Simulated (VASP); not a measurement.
# Cu (P6_3/mmc) in VASP: further runs, part 2 of 2

VASP 6.6.1. The steps go on from the part before.

## 3. Single point, PBEsol (uniaxial strain along c: -3.0 %)

Input file INCAR:

```
SYSTEM = Cu
ALGO = Fast ; EDIFF = 1E-7
ENCUT = 520 ; GGA = PS
ISIF = 2 ; ISMEAR = 0
LASPH = .True. ; LCHARG = .False.
LREAL = .False. ; LWAVE = .False.
NBANDS = 30 ; NELM = 80
PREC = Accurate ; SIGMA = 0.1
```

Input file KPOINTS:

```
k-points
0
Gamma
  24 24 6
  0 0 0
```

Input file POSCAR:

```
Cu
1.0
    2.5386969167      0.0000000000      0.0000000000
   -1.2693484584      2.1985760224      0.0000000000
    0.0000000000      0.0000000000      7.9881971362
Cu
4
Direct
    0.0000000000      0.0000000000      0.0000000000
    0.3333333336      0.6666666664      0.2500000000
    0.0000000000      0.0000000000      0.5000000000
    0.6666666664      0.3333333336      0.7500000000
```

Potentials or basis: VASP PAW PBE potentials, release 64 (Cu).

Command:

```bash
$ cat potpaw_PBE.64/Cu/POTCAR > POTCAR
$ mpirun -np 1 vasp_std > vasp.out
```

OUTCAR:

```text
SYSTEM = Cu
   EDIFF = 1E-7
   ENCUT = 520
   GGA = PS
   ISIF = 2
   ISMEAR = 0
   LASPH = .True.
   LREAL = .False.
   NELM = 80
   PREC = Accurate

 ion  position               nearest neighbor table
   1  0.000  0.000  0.000-   4 2.48   2 2.48   4 2.48   2 2.48   2 2.48   4 2.48
   2  0.333  0.667  0.250-   1 2.48   3 2.48   1 2.48   3 2.48   1 2.48   3 2.48
   3  0.000  0.000  0.500-   4 2.48   2 2.48   4 2.48   2 2.48   2 2.48   4 2.48
   4  0.667  0.333  0.750-   1 2.48   3 2.48   1 2.48   3 2.48   1 2.48   3 2.48

  LATTYP: Found a hexagonal cell.
[... 988 lines left out ...]
     30      19.4474      0.00000

 [... further k-points ...]
[... 5 lines left out ...]
  --------------------------------------------------------------------------------------
  -------------------------------------------------------------------------------------
  Total        0.3031934      0.3031934      2.4983548     -0.0000000     -0.0000000      0.0000000
  in kB       10.8950502     10.8950502     89.7766876     -0.0000000     -0.0000000      0.0000000
  external PRESSURE =      37.1889293 kB  Pullay stress =       0.0000000 kB

 VOLUME and BASIS-vectors are now :
 -----------------------------------------------------------------------------
  energy-cutoff  :      520.00
  volume of cell :       44.59
      direct lattice vectors                 reciprocal lattice vectors
     2.538696917  0.000000000  0.000000000     0.393902869  0.227419928  0.000000000
    -1.269348458  2.198576022  0.000000000     0.000000000  0.454839855  0.000000000
     0.000000000  0.000000000  7.988197136     0.000000000  0.000000000  0.125184692

 POSITION                                       TOTAL-FORCE (eV/Angst)
 -----------------------------------------------------------------------------------
      0.00000      0.00000      0.00000        -0.000000      0.000000     -0.000000
      0.00000      1.46572      1.99705        -0.000000      0.000000      0.000000
      0.00000      0.00000      3.99410        -0.000000      0.000000     -0.000000
      1.26935      0.73286      5.99115         0.000000     -0.000000     -0.000000
 -----------------------------------------------------------------------------------
    total drift:                               -0.000000      0.000000      0.000000

  FREE ENERGIE OF THE ION-ELECTRON SYSTEM (eV)
  ---------------------------------------------------
  free  energy   TOTEN  =       -17.1827781945 eV

  energy  without entropy=      -17.1770764475  energy(sigma->0) =      -17.17992732
```

It took 5.7 min on 1 thread of Intel Xeon Platinum 8259CL at 2.50GHz (Skylake/Cascade Lake), shared host; peak memory 0.33 GiB.

What came out:

```yaml
Free_energy: -17.1828 eV
Pressure: 3.7 GPa
Band_gap_on_the_k_mesh: zero (band 22 reaches 11.36 eV, above the bottom of band 23 at 6.29 eV)
```

Levels at points of the mesh, in eV from the Fermi level:
```
           k point  band 18  band 19  band 20  band 21  band 22  band 23  band 24  band 25  band 26  band 27
(0.00, 0.00, 0.00)    -2.29    -2.29    -2.04    -2.04    -1.72    -1.72    -0.86     4.56    13.89    13.90
(0.50, 0.00, 0.00)    -1.64    -1.58    -1.57    -0.86     0.25     0.88     1.45     4.73     4.77     8.95
(0.00, 0.00, 0.50)    -2.39    -2.39    -2.39    -1.86    -1.86    -1.86    -1.86     7.92     7.92    20.61
(0.50, 0.00, 0.50)    -1.75    -1.64    -1.64    -0.09    -0.09     1.26     1.26     5.32     5.32     7.30
```

Caveat: the cell differs from its parent crystal (uniaxial strain along c: -3.0 %); the PAW data sets were made with another functional, which shifts forces and pressure a little.

## 4. Single point, PBEsol (uniaxial strain along c: -1.5 %, then relaxed in part)

Input file INCAR:

```
SYSTEM = Cu
ALGO = Fast
EDIFF = 1E-7
ENCUT = 520
GGA = PS
ISIF = 2
ISMEAR = 0
LASPH = .True.
LCHARG = .False.
LREAL = .False.
LWAVE = .False.
NBANDS = 30
NELM = 60
PREC = Accurate
SIGMA = 0.1
```

KPOINTS is that of step 3.

Input file POSCAR:

```
Cu
1.0
    2.5289625634      0.0000000000      0.0000000000
   -1.2644812817      2.1901458251      0.0000000000
    0.0000000000      0.0000000000      8.1117259579
Cu
4
Direct
    0.0000000000      0.0000000000      0.0000000000
    0.3333333336      0.6666666664      0.2500000000
    0.0000000000      0.0000000000      0.5000000000
    0.6666666664      0.3333333336      0.7500000000
```

Potentials or basis: VASP PAW PBE potentials, release 64 (Cu).

Command:

```bash
$ cat potpaw_PBE.64/Cu/POTCAR > POTCAR
$ mpirun -np 1 vasp_std > vasp.out
```

OUTCAR:

```text
SYSTEM = Cu
   EDIFF = 1E-7
   ENCUT = 520
   GGA = PS
   ISIF = 2
   ISMEAR = 0
   LASPH = .True.
   LREAL = .False.
   NELM = 60
   PREC = Accurate

 ion  position               nearest neighbor table
   1  0.000  0.000  0.000-   2 2.50   4 2.50   4 2.50   2 2.50   2 2.50   4 2.50
   2  0.333  0.667  0.250-   1 2.50   3 2.50   1 2.50   3 2.50   1 2.50   3 2.50
   3  0.000  0.000  0.500-   2 2.50   4 2.50   4 2.50   2 2.50   2 2.50   4 2.50
   4  0.667  0.333  0.750-   1 2.50   3 2.50   1 2.50   3 2.50   1 2.50   3 2.50

  LATTYP: Found a hexagonal cell.
 ALAT       =     2.5289625634
 C/A-ratio  =     3.2075310546

  Lattice vectors:

 A1 = (   2.5289625634,   0.0000000000,   0.0000000000)
 A2 = (  -1.2644812817,   2.1901458251,   0.0000000000)
 A3 = (   0.0000000000,   0.0000000000,   8.1117259579)

Analysis of symmetry for initial positions (statically):
=====================================================================
 Subroutine PRICEL returns:
 Original cell was already a primitive cell.

 Routine SETGRP: Setting up the symmetry group for a
 hexagonal supercell.

 Subroutine GETGRP returns: Found 24 space group operations
 (whereof 12 operations were pure point group operations)
 out of a pool of 24 trial point group operations.

The static configuration has the point symmetry D_3d.
 The point group associated with its full space group is D_6h.

Analysis of symmetry for dynamics (positions and initial velocities):
=====================================================================
 Subroutine PRICEL returns:
 Original cell was already a primitive cell.

 Routine SETGRP: Setting up the symmetry group for a
 hexagonal supercell.

 Subroutine GETGRP returns: Found 24 space group operations
 (whereof 12 operations were pure point group operations)
 out of a pool of 24 trial point group operations.

The dynamic configuration has the point symmetry D_3d.
[... 118 lines left out ...]
   EFERMI =   0.00;   METHOD = LEGACY
   ISMEAR =     0;   SIGMA  =   0.10  broadening in eV -4-tet -1-fermi 0-gaus
   EFERMI_NEDOS =   21; number of points for ismear=-14 and -15
   IALGO  =     68    algorithm
   IMIX   =      4    mixing-type and parameters
     AMIX     =   0.40;   BMIX     =  1.00
     AMIX_MAG =   1.60;   BMIX_MAG =  1.00
  volume/ion in A,a.u.               =      11.23        75.80
  Fermi-wavevector in a.u.,A,eV,Ry     =   1.625734  3.072192 35.960348  2.643011
  Thomas-Fermi vector in A             =   2.718809
   LORBIT       =      0    0 simple, 1 ext, 2 COOP (PROOUT), +10 PAW based schemes
   GGA     = PS    functional components
   LHFCALC =     F    Hartree Fock is set to
   AEXX    =    0.0000 exact exchange contribution
   IVDW    =     0    specifies the selected vdW correction
   LEPSILON=     F    determine dielectric tensor
   LRPA    =     F    only Hartree local field effects (RPA)
 non-spin polarized calculation
 RMM-DIIS sequential band-by-band and
 Gauss-broadening in eV      SIGMA  =   0.10
  energy-cutoff  :      520.00
  volume of cell :       44.93
 maximum number of plane-waves:      1234
 NGX is ok and might be reduce to    20
   NGX =  9   NGY =  9   NGZ = 31

 number of electron      43.9999999 magnetization

 Free energy of the ion-electron system (eV)
  ---------------------------------------------------
  ext. energy  EPLUGINS =         0.00000000
  ---------------------------------------------------
  free energy    TOTEN  =       -17.21047650 eV

  energy without entropy =      -17.20489264  energy(sigma->0) =      -17.20768457

 E-fermi :   8.0436     XC(G=0): -13.2030

 val. band max:        8.0258369047   @ k =   0.3750   0.1250   0.3333
 cond. band min:       8.0468182936   @ k =   0.3750   0.0833   0.0000
 fundamental gap:      0.0209813889
 Fermi energy:         8.0436065338

 k-point     1 :       0.0000    0.0000    0.0000
  band No.  band energies     occupation
      1      -1.7425      2.00000
      2       0.5049      2.00000
      3       0.5078      2.00000
      4       2.6873      2.00000
      5       4.6127      2.00000
      6       4.6246      2.00000
[... 781 lines left out ...]
     29      18.7193      0.00000
     30      19.1295      0.00000

 [... further k-points ...]
[... 5 lines left out ...]
  --------------------------------------------------------------------------------------
  -------------------------------------------------------------------------------------
  Total        0.2262790      0.2262790      1.3710170     -0.0000000     -0.0000000     -0.0000000
  in kB        8.0691192      8.0691192     48.8905276     -0.0000000     -0.0000000     -0.0000000
  external PRESSURE =      21.6762553 kB  Pullay stress =       0.0000000 kB

 VOLUME and BASIS-vectors are now :
 -----------------------------------------------------------------------------
  energy-cutoff  :      520.00
  volume of cell :       44.93
      direct lattice vectors                 reciprocal lattice vectors
     2.528962563  0.000000000  0.000000000     0.395419060  0.228295301  0.000000000
    -1.264481282  2.190145825  0.000000000     0.000000000  0.456590602  0.000000000
     0.000000000  0.000000000  8.111725958     0.000000000  0.000000000  0.123278326

 POSITION                                       TOTAL-FORCE (eV/Angst)
 -----------------------------------------------------------------------------------
      0.00000      0.00000      0.00000        -0.000000      0.000000     -0.000000
      0.00000      1.46010      2.02793         0.000000      0.000000     -0.000000
      0.00000      0.00000      4.05586        -0.000000      0.000000     -0.000000
      1.26448      0.73005      6.08379        -0.000000     -0.000000      0.000000
 -----------------------------------------------------------------------------------
    total drift:                               -0.000000      0.000000      0.000000

  FREE ENERGIE OF THE ION-ELECTRON SYSTEM (eV)
  ---------------------------------------------------
  free  energy   TOTEN  =       -17.2104764997 eV

  energy  without entropy=      -17.2048926387  energy(sigma->0) =      -17.20768457
```

Wall time 6.1 min (1 thread of Intel Xeon Platinum 8259CL at 2.50GHz (Skylake/Cascade Lake), shared host); peak memory 0.34 GiB.

What came out:

* Free energy: -17.2105 eV
* Pressure: 2.2 GPa
* Band gap on the k mesh: zero (band 22 reaches 11.36 eV, above the bottom of band 23 at 6.20 eV)

Stress tensor (GPa, compression positive):
```
0.81 0.00 0.00
0.00 0.81 0.00
0.00 0.00 4.89
```

Caveat: the cell differs from its parent crystal (uniaxial strain along c: -1.5 %, then relaxed in part); the PAW data sets were made with another functional, which shifts forces and pressure a little.

## 5. Overview

```csv
cell,gap on the mesh (eV),pressure (GPa)
"a = 2.541, b = 2.541, c = 7.988 Å, angles 90.0, 90.0, 120.0°, 4 atoms",none,3.5
"a = 2.539, b = 2.539, c = 7.988 Å, angles 90.0, 90.0, 120.0°, 4 atoms",none,3.7
"a = 2.529, b = 2.529, c = 8.112 Å, angles 90.0, 90.0, 120.0°, 4 atoms",none,2.2
```

Alike in all rows: task single point; level PBEsol; potentials or basis VASP PAW PBE potentials, release 64 (Cu); no spin polarisation; k mesh 24 × 24 × 6; cutoff (eV) 520; smearing gaussian 0.1 eV.

Caveats: the PAW data sets were made with another functional, which shifts forces and pressure a little.

Total energies depend on the potentials used, so only differences within one code and one set of settings carry meaning.
